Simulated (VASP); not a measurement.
# Cu (P6_3/mmc) in VASP: settings compared

Cu is run at these levels: PBEsol+D3(BJ), LDA, BLYP+D3(BJ); tasks: single point, relaxation of cell and atoms.

Everything below comes from runs of VASP 6.6.1. Logs are shortened: lines on timing, memory, paths and dates and some standing lists are left out, and cuts for length are marked.

### Step 1. The cell of the first run

The structure is hexagonal, space group P6_3/mmc (No. 194). The conventional cell has a = 2.475 Å, b = 2.475 Å, c = 8.138 Å, α = 90.00°, β = 90.00°, γ = 120.00°. Within 3.3 Å of Cu (site symmetry -3m) lie 12 Cu at 2.48 to 2.49 Å. Within 3.3 Å of Cu (site symmetry -6m2) lie 12 Cu at 2.48 to 2.49 Å.

This isn't the form of Cu at room conditions, which is fcc.

### Step 2. Single point, PBEsol+D3(BJ)

File INCAR:

```
PREC = Accurate ; ENCUT = 520
EDIFF = 1E-6 ; ISMEAR = -1
SIGMA = 0.05 ; LREAL = False
LASPH = True ; NELM = 80
ALGO = Normal ; ISIF = 2
LWAVE = False ; LCHARG = False
GGA = PS ; IVDW = 12
NBANDS = 30
```

File KPOINTS:

```
regular mesh
0
Gamma
  11 11 3
```

File POSCAR:

```
Cu
1.0
    2.4754001691      0.0000000000      0.0000000000
   -1.2377000846      2.1437594310      0.0000000000
    0.0000000000      0.0000000000      8.1382704047
Cu
4
Direct
    0.0000000000      0.0000000000      0.0000000000
    0.3333333333      0.6666666667      0.2500000000
    0.0000000000      0.0000000000      0.5000000000
    0.6666666667      0.3333333333      0.7500000000
```

Potentials or basis: VASP PAW PBE potentials, release 64 (Cu).

Command:

```sh
$ cat potpaw_PBE.64/Cu/POTCAR > POTCAR
$ mpirun -np 1 vasp_std > vasp.out
```

OUTCAR:

```text
PREC = Accurate
   ENCUT = 520
   EDIFF = 1E-6
   ISMEAR = -1
   LREAL = False
   LASPH = True
   NELM = 80
   ISIF = 2
   GGA = PS
   IVDW = 12
 IVDW          = 12

 ion  position               nearest neighbor table
   1  0.000  0.000  0.000-   2 2.49   4 2.49   4 2.49   2 2.49   4 2.49   2 2.49
   2  0.333  0.667  0.250-   1 2.49   3 2.49   1 2.49   3 2.49   1 2.49   3 2.49
   3  0.000  0.000  0.500-   2 2.49   4 2.49   4 2.49   2 2.49   4 2.49   2 2.49
   4  0.667  0.333  0.750-   1 2.49   3 2.49   1 2.49   3 2.49   1 2.49   3 2.49

  LATTYP: Found a hexagonal cell.
 ALAT       =     2.4754001691
 C/A-ratio  =     3.2876584991

  Lattice vectors:

 A1 = (   2.4754001691,   0.0000000000,   0.0000000000)
 A2 = (  -1.2377000846,   2.1437594310,   0.0000000000)
 A3 = (   0.0000000000,   0.0000000000,   8.1382704047)

Analysis of symmetry for initial positions (statically):
=====================================================================
 Subroutine PRICEL returns:
 Original cell was already a primitive cell.

 Routine SETGRP: Setting up the symmetry group for a
 hexagonal supercell.

 Subroutine GETGRP returns: Found 24 space group operations
 (whereof 12 operations were pure point group operations)
 out of a pool of 24 trial point group operations.

The static configuration has the point symmetry D_3d.
 The point group associated with its full space group is D_6h.

Analysis of symmetry for dynamics (positions and initial velocities):
=====================================================================
 Subroutine PRICEL returns:
 Original cell was already a primitive cell.

 Routine SETGRP: Setting up the symmetry group for a
 hexagonal supercell.

 Subroutine GETGRP returns: Found 24 space group operations
 (whereof 12 operations were pure point group operations)
 out of a pool of 24 trial point group operations.

The dynamic configuration has the point symmetry D_3d.
 The point group associated with its full space group is D_6h.

 Subroutine INISYM returns: Found 24 space group operations
 (whereof 12 operations are pure point group operations),
 and found     1 'primitive' translations

----------------------------------------------------------------------------------------

                                     Primitive cell

  volume of cell :      43.1871

  direct lattice vectors                    reciprocal lattice vectors
     2.475400169  0.000000000  0.000000000     0.403975088  0.233235126  0.000000000
    -1.237700085  2.143759431  0.000000000     0.000000000  0.466470251  0.000000000
     0.000000000  0.000000000  8.138270405     0.000000000  0.000000000  0.122876232

  length of vectors
     2.475400169  2.475400169  8.138270405     0.466470251  0.466470251  0.122876232

  position of ions in fractional coordinates (direct lattice)
     0.000000000  0.000000000  0.000000000
     0.333333333  0.666666667  0.250000000
     0.000000000  0.000000000  0.500000000
     0.666666667  0.333333333  0.750000000

  ion indices of the primitive-cell ions
   primitive index   ion index
                 1           1
                 2           2
                 3           3
                 4           4

----------------------------------------------------------------------------------------

 KPOINTS: regular mesh

Automatic generation of k-mesh.
 Grid dimensions read from file:
 generate k-points for:   11   11    3

 Generating k-lattice:

  Cartesian coordinates                     Fractional coordinates (reciprocal lattice)
     0.036725008  0.021203193  0.000000000     0.090909091  0.000000000  0.000000000
     0.000000000  0.042406386  0.000000000     0.000000000  0.090909091  0.000000000
     0.000000000  0.000000000  0.040958744     0.000000000  0.000000000  0.333333333

  Length of vectors
     0.042406386  0.042406386  0.040958744

  Shift w.r.t. Gamma in fractional coordinates (k-lattice)
     0.000000000  0.000000000  0.000000000

 Subroutine IBZKPT returns following result:
 ===========================================

 Found     32 irreducible k-points:

 Following reciprocal coordinates:
            Coordinates               Weight
  0.000000  0.000000  0.000000      1.000000
  0.090909  0.000000  0.000000      6.000000
  0.181818  0.000000  0.000000      6.000000
  0.272727  0.000000  0.000000      6.000000
  0.363636  0.000000  0.000000      6.000000
  0.454545 -0.000000  0.000000      6.000000
[... 16 lines left out ...]
  0.090909  0.090909  0.333333     12.000000
  0.181818  0.090909  0.333333     24.000000
 [... further k-points ...]
   k-points           NKPTS =     32   k-points in BZ     NKDIM =     32   number of bands    NBANDS=     30
   number of dos      NEDOS =    301   number of ions     NIONS =      4
   total plane-waves  NPLWV =  20736
   dimension x,y,z NGX =    18 NGY =   18 NGZ =   64
   dimension x,y,z NGXF=    36 NGYF=   36 NGZF=  128
   ions per type =               4
   NGX,Y,Z   is equivalent  to a cutoff of  12.09, 12.09, 13.07 a.u.
   NGXF,Y,Z  is equivalent  to a cutoff of  24.18, 24.18, 26.15 a.u.
 SYSTEM =  unknown system
   PREC   = accura    normal or accurate (medium, high low for compatibility)
   ISTART =      0    job   : 0-new  1-cont  2-samecut
   ICHARG =      2    charge: 1-file 2-atom 10-const
   ISPIN  =      1    spin polarized calculation?
   LNONCOLLINEAR =      F non collinear calculations
   LSORBIT =      F    spin-orbit coupling
   LASPH  =      T    aspherical Exc in radial PAW
   ENCUT  =  520.0 eV  38.22 Ry    6.18 a.u.   4.60  4.60 15.13*2*pi/ulx,y,z
   NELM   =     80;   NELMIN=  2; NELMDL= -5     # of ELM steps
   EDIFF  = 0.1E-05   stopping-criterion for ELM
   LREAL  =      F    real-space projection
   EDIFFG = 0.1E-04   stopping-criterion for IOM
   NSW    =      0    number of steps for IOM
   IBRION =     -1    ionic relax: 0-MD 1-quasi-New 2-CG
   NFREE  =      0    steps in history (QN), initial steepest desc. (CG)
   ISIF   =      2    stress and relaxation
   ISYM   =      2    0-nonsym 1-usesym 2-fastsym
   POTIM  = 0.5000    time-step for ionic-motion
   TEBEG  =    0.0;   TEEND  =   0.0 temperature during run
   PSTRESS=    0.0 pullay stress
   NELECT =      44.0000    total number of electrons
   NUPDOWN=      -1.0000    fix difference up-down
   EMIN   =  10.00;   EMAX   =-10.00  energy-range for DOS
   EFERMI =   0.00;   METHOD = LEGACY
   ISMEAR =    -1;   SIGMA  =   0.05  broadening in eV -4-tet -1-fermi 0-gaus
   EFERMI_NEDOS =   21; number of points for ismear=-14 and -15
   IALGO  =     38    algorithm
   IMIX   =      4    mixing-type and parameters
     AMIX     =   0.40;   BMIX     =  1.00
     AMIX_MAG =   1.60;   BMIX_MAG =  1.00
  volume/ion in A,a.u.               =      10.80        72.86
  Fermi-wavevector in a.u.,A,eV,Ry     =   1.647307  3.112959 36.921044  2.713620
  Thomas-Fermi vector in A             =   2.736788
   LORBIT       =      0    0 simple, 1 ext, 2 COOP (PROOUT), +10 PAW based schemes
   GGA     = PS    functional components
   LHFCALC =     F    Hartree Fock is set to
   AEXX    =    0.0000 exact exchange contribution
   IVDW    =    12    specifies the selected vdW correction
   LEPSILON=     F    determine dielectric tensor
   LRPA    =     F    only Hartree local field effects (RPA)
 non-spin polarized calculation
  energy-cutoff  :      520.00
  volume of cell :       43.19
 maximum number of plane-waves:      1180
   NGX =  9   NGY =  9   NGZ = 31

 number of electron      43.9999895 magnetization

 Free energy of the ion-electron system (eV)
  ---------------------------------------------------
  ext. energy  EPLUGINS =         0.00000000
  ---------------------------------------------------
  free energy    TOTEN  =       -17.15985977 eV

  energy without entropy =      -17.14879792  energy(sigma->0) =      -17.15432885

 E-fermi :   8.6374     XC(G=0): -13.4417

 val. band max:        8.5787411282   @ k =   0.3636   0.0909   0.0000
 cond. band min:       8.6420211543   @ k =   0.2727   0.1818   0.0000
 fundamental gap:      0.0632800261
 Fermi energy:         8.6374147329

 k-point     1 :       0.0000    0.0000    0.0000
  band No.  band energies     occupation
      1      -1.5346      2.00000
      2       0.6923      2.00000
      3       0.6969      2.00000
      4       2.9132      2.00000
      5       4.9182      2.00000
      6       4.9267      2.00000
[... 22 lines left out ...]
     29      31.2192      0.00000
     30      31.9272      0.00000

 k-point     2 :       0.0909    0.0000    0.0000
  band No.  band energies     occupation
      1      -1.2486      2.00000
      2       0.9455      2.00000
      3       0.9500      2.00000
      4       3.0861      2.00000
      5       4.7907      2.00000
      6       4.8608      2.00000
[... 22 lines left out ...]
     29      29.1797      0.00000
     30      29.2190      0.00000

 k-point     3 :       0.1818    0.0000    0.0000
  band No.  band energies     occupation
      1      -0.4167      2.00000
      2       1.6433      2.00000
      3       1.6472      2.00000
      4       3.5114      2.00000
      5       4.5684      2.00000
      6       4.6965      2.00000
[... 22 lines left out ...]
     29      24.9915      0.00000
     30      25.0819      0.00000

 k-point     4 :       0.2727    0.0000    0.0000
  band No.  band energies     occupation
      1       0.8563      2.00000
      2       2.5130      2.00000
      3       2.5139      2.00000
      4       3.8214      2.00000
      5       4.3349      2.00000
      6       4.4333      2.00000
[... 616 lines left out ...]
     29      20.2212      0.00000
     30      22.1137      0.00000

 k-point    23 :       0.0909    0.0909    0.3333
  band No.  band energies     occupation
      1      -0.4337      2.00000
      2       0.3060      2.00000
      3       2.6171      2.00000
      4       3.2713      2.00000
      5       4.6315      2.00000
      6       4.7996      2.00000
[... 22 lines left out ...]
     29      26.1192      0.00000
     30      26.3482      0.00000

 k-point    24 :       0.1818    0.0909    0.3333
  band No.  band energies     occupation
      1       0.6047      2.00000
      2       1.2683      2.00000
      3       3.2270      2.00000
      4       3.7553      2.00000
      5       4.3579      2.00000
      6       4.3799      2.00000
[... 22 lines left out ...]
     29      23.6093      0.00000
     30      24.2670      0.00000

 [... further k-points ...]

------------------------ aborting loop because EDIFF is reached ----------------------------------------

 Edisp (eV)   -2.29500

 E8    (eV) :    -1.4974

  FORCE on cell =-STRESS in cart. coord.  units (eV):
  Direction    XX          YY          ZZ          XY          YZ          ZX
  --------------------------------------------------------------------------------------
  -------------------------------------------------------------------------------------
  Total       0.21776     0.21776     0.23267    -0.00000    -0.00000     0.00000
  in kB       8.07876     8.07876     8.63168    -0.00000    -0.00000     0.00000
  external pressure =        8.26 kB  Pullay stress =        0.00 kB

 VOLUME and BASIS-vectors are now :
 -----------------------------------------------------------------------------
  energy-cutoff  :      520.00
  volume of cell :       43.19
      direct lattice vectors                 reciprocal lattice vectors
     2.475400169  0.000000000  0.000000000     0.403975088  0.233235126  0.000000000
    -1.237700085  2.143759431  0.000000000     0.000000000  0.466470251  0.000000000
     0.000000000  0.000000000  8.138270405     0.000000000  0.000000000  0.122876232

 POSITION                                       TOTAL-FORCE (eV/Angst)
 -----------------------------------------------------------------------------------
      0.00000      0.00000      0.00000         0.000000     -0.000000      0.000000
     -0.00000      1.42917      2.03457         0.000000      0.000000     -0.000000
      0.00000      0.00000      4.06914         0.000000     -0.000000      0.000000
      1.23770      0.71459      6.10370        -0.000000      0.000000      0.000000
 -----------------------------------------------------------------------------------
    total drift:                                0.000000     -0.000000      0.000000

  FREE ENERGIE OF THE ION-ELECTRON SYSTEM (eV)
  ---------------------------------------------------
  free  energy   TOTEN  =       -19.4548645344 eV

  energy  without entropy=      -19.4438026795  energy(sigma->0) =      -19.44933361
```

Wall time 17 s (1 thread of Intel Xeon 6975P-C (Granite Rapids), shared host); peak memory 0.18 GiB.

What came out:

```yaml
Free_energy: -19.4549 eV
Pressure: 0.8 GPa
Band_gap_on_the_k_mesh: zero (bands 22 and 23 overlap by 4.69 eV)
Dispersion_energy_per_atom: -0.574 eV
```

Caveat: the PAW data sets were made with another functional, which shifts forces and pressure a little.

(Continued in part 2 of 3.)

The gap in the log of VASP goes by the Fermi energy; the results here count the filled bands.